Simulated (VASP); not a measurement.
# Rh (P6_3/mmc) in VASP: notebook, part 2 of 2

VASP 6.6.1. The steps go on from the part before.

## (3) Single point, LDA

This run uses another cell than the first one, of the same volume but with other edges.

INCAR

```
SYSTEM = Rh
PREC = Accurate
ENCUT = 520
EDIFF = 1E-6
ISMEAR = 0
SIGMA = 0.15
LREAL = .FALSE.
LASPH = .TRUE.
NELM = 60
ALGO = Fast
ISIF = 2
LWAVE = .FALSE.
LCHARG = .FALSE.
GGA = CA
NBANDS = 22
```

KPOINTS

```
Automatic mesh
0
G
  24 24 12
  0 0 0
```

POSCAR

```
Rh
1.0
    2.6455794327      0.0000000000      0.0000000000
   -1.3227897163      2.2911389964      0.0000000000
    0.0000000000      0.0000000000      4.7190077839
Rh
2
Direct
    0.6666666667      0.3333333333      0.7500000000
    0.3333333333      0.6666666667      0.2500000000
```

Potentials or basis: VASP PAW LDA potentials, release 64 (Rh_pv).

Launch:

```
$ cat potpaw_LDA.64/Rh_pv/POTCAR > POTCAR
$ mpirun -np 1 vasp_std > vasp.out
```

OUTCAR:

```text
SYSTEM = Rh
   PREC = Accurate
   ENCUT = 520
   EDIFF = 1E-6
   ISMEAR = 0
   LREAL = .FALSE.
   LASPH = .TRUE.
   NELM = 60
   ISIF = 2
   GGA = CA

 ion  position               nearest neighbor table
   1  0.667  0.333  0.750-   2 2.81   2 2.81   2 2.81   2 2.81   2 2.81   2 2.81
   2  0.333  0.667  0.250-   1 2.81   1 2.81   1 2.81   1 2.81   1 2.81   1 2.81

  LATTYP: Found a hexagonal cell.
 ALAT       =     2.6455794327
 C/A-ratio  =     1.7837331685

  Lattice vectors:

 A1 = (   2.6455794327,   0.0000000000,   0.0000000000)
 A2 = (  -1.3227897163,   2.2911389964,   0.0000000000)
 A3 = (   0.0000000000,   0.0000000000,   4.7190077839)

Analysis of symmetry for initial positions (statically):
=====================================================================
 Subroutine PRICEL returns:
 Original cell was already a primitive cell.

 Routine SETGRP: Setting up the symmetry group for a
 hexagonal supercell.

 Subroutine GETGRP returns: Found 24 space group operations
 (whereof 12 operations were pure point group operations)
 out of a pool of 24 trial point group operations.

The static configuration has the point symmetry D_3d.
 The point group associated with its full space group is D_6h.

Analysis of symmetry for dynamics (positions and initial velocities):
=====================================================================
 Subroutine PRICEL returns:
 Original cell was already a primitive cell.

 Routine SETGRP: Setting up the symmetry group for a
 hexagonal supercell.

 Subroutine GETGRP returns: Found 24 space group operations
 (whereof 12 operations were pure point group operations)
 out of a pool of 24 trial point group operations.

The dynamic configuration has the point symmetry D_3d.
 The point group associated with its full space group is D_6h.

 Subroutine INISYM returns: Found 24 space group operations
 (whereof 12 operations are pure point group operations),
 and found     1 'primitive' translations

----------------------------------------------------------------------------------------

                                     Primitive cell

  volume of cell :      28.6037

  direct lattice vectors                    reciprocal lattice vectors
     2.645579433  0.000000000  0.000000000     0.377989029  0.218232067  0.000000000
    -1.322789716  2.291138996  0.000000000     0.000000000  0.436464135  0.000000000
     0.000000000  0.000000000  4.719007784     0.000000000  0.000000000  0.211908953

  length of vectors
     2.645579433  2.645579433  4.719007784     0.436464135  0.436464135  0.211908953

  position of ions in fractional coordinates (direct lattice)
     0.666666667  0.333333333  0.750000000
     0.333333333  0.666666667  0.250000000

  ion indices of the primitive-cell ions
   primitive index   ion index
                 1           1
                 2           2

----------------------------------------------------------------------------------------

 KPOINTS: Automatic mesh

Automatic generation of k-mesh.
 Grid dimensions read from file:
 generate k-points for:   24   24   12

 Generating k-lattice:

  Cartesian coordinates                     Fractional coordinates (reciprocal lattice)
     0.015749543  0.009093003  0.000000000     0.041666667  0.000000000  0.000000000
     0.000000000  0.018186006  0.000000000     0.000000000  0.041666667  0.000000000
     0.000000000  0.000000000  0.017659079     0.000000000  0.000000000  0.083333333

  Length of vectors
     0.018186006  0.018186006  0.017659079

  Shift w.r.t. Gamma in fractional coordinates (k-lattice)
     0.000000000  0.000000000  0.000000000

 Subroutine IBZKPT returns following result:
 ===========================================

 Found    427 irreducible k-points:

 Following reciprocal coordinates:
            Coordinates               Weight
  0.000000  0.000000  0.000000      1.000000
  0.041667  0.000000  0.000000      6.000000
  0.083333 -0.000000  0.000000      6.000000
  0.125000 -0.000000  0.000000      6.000000
  0.166667  0.000000  0.000000      6.000000
  0.208333 -0.000000  0.000000      6.000000
[... 16 lines left out ...]
  0.416667  0.041667  0.000000     12.000000
  0.458333  0.041667  0.000000     12.000000
 [... further k-points ...]
   k-points           NKPTS =    427   k-points in BZ     NKDIM =    427   number of bands    NBANDS=     22
   number of dos      NEDOS =    301   number of ions     NIONS =      2
   total plane-waves  NPLWV =  14400
   dimension x,y,z NGX =    20 NGY =   20 NGZ =   36
   dimension x,y,z NGXF=    40 NGYF=   40 NGZF=   72
   ions per type =               2
   NGX,Y,Z   is equivalent  to a cutoff of  12.57, 12.57, 12.68 a.u.
   NGXF,Y,Z  is equivalent  to a cutoff of  25.14, 25.14, 25.36 a.u.
 SYSTEM =  Rh
   PREC   = accura    normal or accurate (medium, high low for compatibility)
   ISTART =      0    job   : 0-new  1-cont  2-samecut
   ICHARG =      2    charge: 1-file 2-atom 10-const
   ISPIN  =      1    spin polarized calculation?
   LNONCOLLINEAR =      F non collinear calculations
   LSORBIT =      F    spin-orbit coupling
   LASPH  =      T    aspherical Exc in radial PAW
   ENCUT  =  520.0 eV  38.22 Ry    6.18 a.u.   4.92  4.92  8.77*2*pi/ulx,y,z
   NELM   =     60;   NELMIN=  2; NELMDL= -5     # of ELM steps
   EDIFF  = 0.1E-05   stopping-criterion for ELM
   LREAL  =      F    real-space projection
   EDIFFG = 0.1E-04   stopping-criterion for IOM
   NSW    =      0    number of steps for IOM
   IBRION =     -1    ionic relax: 0-MD 1-quasi-New 2-CG
   NFREE  =      0    steps in history (QN), initial steepest desc. (CG)
   ISIF   =      2    stress and relaxation
   ISYM   =      2    0-nonsym 1-usesym 2-fastsym
   POTIM  = 0.5000    time-step for ionic-motion
   TEBEG  =    0.0;   TEEND  =   0.0 temperature during run
   PSTRESS=    0.0 pullay stress
   NELECT =      30.0000    total number of electrons
   NUPDOWN=      -1.0000    fix difference up-down
   EMIN   =  10.00;   EMAX   =-10.00  energy-range for DOS
   EFERMI =   0.00;   METHOD = LEGACY
   ISMEAR =     0;   SIGMA  =   0.15  broadening in eV -4-tet -1-fermi 0-gaus
   EFERMI_NEDOS =   21; number of points for ismear=-14 and -15
   IALGO  =     68    algorithm
   IMIX   =      4    mixing-type and parameters
     AMIX     =   0.40;   BMIX     =  1.00
     AMIX_MAG =   1.60;   BMIX_MAG =  1.00
  volume/ion in A,a.u.               =      14.30        96.51
  Fermi-wavevector in a.u.,A,eV,Ry     =   1.663314  3.143208 37.642066  2.766614
  Thomas-Fermi vector in A             =   2.750053
   LORBIT       =      0    0 simple, 1 ext, 2 COOP (PROOUT), +10 PAW based schemes
   GGA     = CA    functional components
   LHFCALC =     F    Hartree Fock is set to
   AEXX    =    0.0000 exact exchange contribution
   IVDW    =     0    specifies the selected vdW correction
   LEPSILON=     F    determine dielectric tensor
   LRPA    =     F    only Hartree local field effects (RPA)
 non-spin polarized calculation
 RMM-DIIS sequential band-by-band and
 Gauss-broadening in eV      SIGMA  =   0.15
  energy-cutoff  :      520.00
  volume of cell :       28.60
 maximum number of plane-waves:       792
 NGX is ok and might be reduce to    20

 number of electron      29.9999994 magnetization

 Free energy of the ion-electron system (eV)
  ---------------------------------------------------
  ext. energy  EPLUGINS =         0.00000000
  ---------------------------------------------------
  free energy    TOTEN  =       -17.04194339 eV

  energy without entropy =      -17.00453224  energy(sigma->0) =      -17.02323781

 E-fermi :  10.9998     XC(G=0): -14.0916

 val. band max:       10.9995447553   @ k =   0.2083   0.1667   0.4167
 cond. band min:      11.0011355298   @ k =   0.3750   0.2083   0.3333
 fundamental gap:      0.0015907745
 Fermi energy:        10.9997594060

 k-point     1 :       0.0000    0.0000    0.0000
  band No.  band energies     occupation
      1     -35.5927      2.00000
      2     -35.1242      2.00000
      3     -35.1242      2.00000
      4     -35.0861      2.00000
      5     -35.0712      2.00000
      6     -35.0712      2.00000
[... 14 lines left out ...]
     21      27.5996      0.00000
     22      29.5868      0.00000
[... 552 lines left out ...]
  band No.  band energies     occupation
      1     -35.7882      2.00000
      2     -35.7216      2.00000
      3     -35.3284      2.00000
      4     -35.3096      2.00000
      5     -35.2181      2.00000
      6     -35.1656      2.00000
[... 14 lines left out ...]
     21      24.4604      0.00000
     22      24.7773      0.00000

 [... further k-points ...]

------------------------ aborting loop because EDIFF is reached ----------------------------------------

  FORCE on cell =-STRESS in cart. coord.  units (eV):
  Direction    XX          YY          ZZ          XY          YZ          ZX
  --------------------------------------------------------------------------------------
  -------------------------------------------------------------------------------------
  Total       -1.4976873     -1.4976873     -5.6691339     -0.0000000      0.0000000      0.0000000
  in kB      -83.8897317    -83.8897317   -317.5443262     -0.0000000      0.0000000      0.0000000
  external PRESSURE =    -161.7745966 kB  Pullay stress =       0.0000000 kB

 VOLUME and BASIS-vectors are now :
 -----------------------------------------------------------------------------
  energy-cutoff  :      520.00
  volume of cell :       28.60
      direct lattice vectors                 reciprocal lattice vectors
     2.645579433  0.000000000  0.000000000     0.377989029  0.218232067  0.000000000
    -1.322789716  2.291138996  0.000000000     0.000000000  0.436464135  0.000000000
     0.000000000  0.000000000  4.719007784     0.000000000  0.000000000  0.211908953

 POSITION                                       TOTAL-FORCE (eV/Angst)
 -----------------------------------------------------------------------------------
      1.32279      0.76371      3.53926         0.000000      0.000000      0.000000
     -0.00000      1.52743      1.17975        -0.000000     -0.000000      0.000000
 -----------------------------------------------------------------------------------
    total drift:                                0.000000     -0.000000      0.000000

  FREE ENERGIE OF THE ION-ELECTRON SYSTEM (eV)
  ---------------------------------------------------
  free  energy   TOTEN  =       -17.0419433858 eV

  energy  without entropy=      -17.0045322429  energy(sigma->0) =      -17.02323781
```

OSZICAR:

```text
N       E                     dE             d eps       ncg     rms          rms(c)
DAV:   1     0.325234746408E+03    0.32523E+03   -0.19037E+04 18876   0.158E+03
DAV:   2    -0.108943152465E+02   -0.33613E+03   -0.32432E+03 19532   0.472E+02
DAV:   3    -0.180968122880E+02   -0.72025E+01   -0.71534E+01 22058   0.779E+01
DAV:   4    -0.181448956523E+02   -0.48083E-01   -0.48079E-01 21026   0.643E+00
DAV:   5    -0.181456504024E+02   -0.75475E-03   -0.75474E-03 22172   0.831E-01    0.139E+01
RMM:   6    -0.170793463191E+02    0.10663E+01   -0.25461E+00 19364   0.132E+01    0.461E+00
RMM:   7    -0.170503081383E+02    0.29038E-01   -0.91933E-02 19912   0.223E+00    0.211E+00
RMM:   8    -0.170426363892E+02    0.76717E-02   -0.20167E-02 20615   0.147E+00    0.321E-01
RMM:   9    -0.170419090176E+02    0.72737E-03   -0.26877E-03 21813   0.467E-01    0.320E-02
RMM:  10    -0.170419415204E+02   -0.32503E-04   -0.23485E-04 22403   0.157E-01    0.130E-02
RMM:  11    -0.170419429210E+02   -0.14007E-05   -0.25037E-05 24285   0.442E-02    0.405E-03
RMM:  12    -0.170419433858E+02   -0.46476E-06   -0.55703E-06 19006   0.197E-02
   1 F= -.17041943E+02 E0= -.17023238E+02  d E =-.374111E-01
```

stdout:

```text
POSCAR found type information on POSCAR Rh
 POSCAR found :  1 types and       2 ions
 scaLAPACK will be used
 LDA part: xc-table for (Slater(with rela. corr.)+CA(PZ))
 , standard interpolation
 POSCAR, INCAR and KPOINTS ok, starting setup
 FFT: planning ... GRIDC
 FFT: planning ... GRID_SOFT
 FFT: planning ... GRID
 WAVECAR not read
 entering main loop
```

Wall time 82 s (1 thread of AMD EPYC 9R45 (Zen 5), shared host); peak memory 0.26 GiB.

What came out:

| Property | Result |
| --- | --- |
| Free energy | -17.0419 eV |
| Pressure | -16.2 GPa |
| Band gap on the k mesh | zero (bands 15 and 16 overlap by 2.52 eV) |

Stress tensor (GPa, compression positive):
```
 -8.39   0.00   0.00
  0.00  -8.39   0.00
  0.00   0.00 -31.75
```

Caveat: the stress differs along the axes, from -32 to -8 GPa.
